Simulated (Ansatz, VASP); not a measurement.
**Al: VASP beside Ansatz**

Contents of INCAR:

```
SYSTEM = Al
PREC = Accurate
ENCUT = 520
EDIFF = 1E-7
ISMEAR = 0
SIGMA = 0.15
LREAL = .FALSE.
LASPH = .TRUE.
NELM = 100
ALGO = Normal
ISIF = 2
LWAVE = .FALSE.
LCHARG = .TRUE.
GGA = PS
LELF = .TRUE.
LVHAR = .TRUE.
NBANDS = 8
```

The input KPOINTS:

```
Automatic mesh
0
G
  20 20 20
  0 0 0
```

The input POSCAR:

```
Al
1.0
   -1.5912186900      1.6409442741      1.6409442741
    1.5912186900     -1.5414931059      1.5414931059
    1.5912186900      1.5414931059     -1.5414931059
Al
1
Direct
    0.0000000000      0.0000000000      0.0000000000
```

Input for Ansatz:

```yaml
crystal:
  lattice:
    - [-1.59121869, 1.6409442741, 1.6409442741]
    - [1.59121869, -1.5414931059, 1.5414931059]
    - [1.59121869, 1.5414931059, -1.5414931059]
  atoms:
    - { symbol: Al, position: [0.0, 0.0, 0.0] }
basis:
  ecutwfc: 420
kpoints:
  mp_grid: { grid: [20, 20, 20] }
hamiltonian:
  xc: pbesol
scf:
  occupations: { method: gaussian, width: 0.15 }
output:
  forces: true
  stress: true
  eigenvalues: true
```

Change from the starting cell: strain +0.0625 x Voigt [0, 0, 0, 1, 0, 0], atoms carried along.

Alike in both runs: task single point; functional PBEsol; k mesh 20 × 20 × 20; occupations gaussian, width 0.15 eV; no spin polarisation.

```csv
,VASP,Ansatz
version,VASP 6.6.1,Ansatz 0.2.0
potentials or method,"VASP PAW PBE potentials, release 64 (Al), cutoff 520 eV","scalar-relativistic, plane waves, PAW"
valence electrons in the cell,3,3
```

|  | VASP | Ansatz | Ansatz less VASP |
| --- | --- | --- | --- |
| gap on the k mesh at the Fermi level (eV) | none | none | - |
| pressure (GPa) | 2.7 | 2.6 | -0.07 |
| traceless stress, the component that is largest in VASP (GPa) | -3.24 | -3.21 | +0.024 |

VASP's potentials were made for PBE, not for PBEsol. A gap of «none» marks a metal or a gap that the smearing closes. The functional is the same, so the differences come from potentials, cutoffs and numerics.
